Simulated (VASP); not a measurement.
Set up this calculation in VASP 6.6.1, as the native input.

```
Task                   : single point
Functional             : PBE
Potentials or basis    : VASP PAW PBE potentials, release 64 (Sr_sv, Zn, H)
Cutoff                 : 520 eV
k mesh                 : 4 × 4 × 2
Occupations            : gaussian, width 0.1 eV
Spin                   : no spin polarisation
Dipole correction      : no
Further INCAR settings : ALGO = Normal; EDIFF = 1e-06; NBANDS = 36
```

The structure of Sr3Zn2H lies in POSCAR:

```
Sr3Zn2H
1.0
    5.0728035261      0.0000000000      0.0000000000
    0.0000000000      5.0728035261      0.0000000000
    0.0000000000      0.0000000000      8.7781500768
Sr Zn H
3 2 1
Direct
    0.5000000000      0.0000000000      1.0283633281
    0.0000000000      0.5000000000      1.0283633281
    0.5000000000      0.5000000000      0.4206958698
    0.5000000000      0.5000000000      0.7939764855
    0.0000000000      0.0000000000      0.2700886977
    0.0000000000      0.0000000000      0.4585142908
```

The cell was generated, and may not be a known phase.

The input as run:

INCAR

```
SYSTEM = Sr3Zn2H
PREC     = Accurate       ! precision mode
ENCUT    = 520            ! plane-wave cutoff, eV
EDIFF    = 1E-6           ! SCF threshold, eV
ISMEAR   = 0              ! smearing method
SIGMA    = 0.1            ! smearing width, eV
LREAL    = .FALSE.        ! projectors in reciprocal space
LASPH    = .TRUE.         ! aspherical terms in the spheres
NELM     = 80             ! most SCF steps
ALGO     = Normal         ! electronic algorithm
ISIF     = 2              ! what is computed and relaxed
LWAVE    = .FALSE.        ! write WAVECAR
LCHARG   = .FALSE.        ! write CHGCAR
GGA      = PE             ! functional
NBANDS   = 36             ! bands
```

KPOINTS

```
Automatic mesh
0
G
  4 4 2
  0 0 0
```

Potentials or basis: VASP PAW PBE potentials, release 64 (Sr_sv, Zn, H).

Command:

```bash
$ cat potpaw_PBE.64/Sr_sv/POTCAR potpaw_PBE.64/Zn/POTCAR potpaw_PBE.64/H/POTCAR > POTCAR
$ mpirun -np 1 vasp_std > vasp.out
```

It gave:

```json
{
  "Pressure": "0.0 GPa",
  "Largest force": "0.044 eV/Å",
  "Band gap on the k mesh": "zero (an odd number of electrons rules out a gap without spin polarisation)"
}
```

It took 55 s on 1 thread of AMD EPYC 9R45 96-Core Processor (Zen 5) (shared host), peak memory 0.34 GiB.
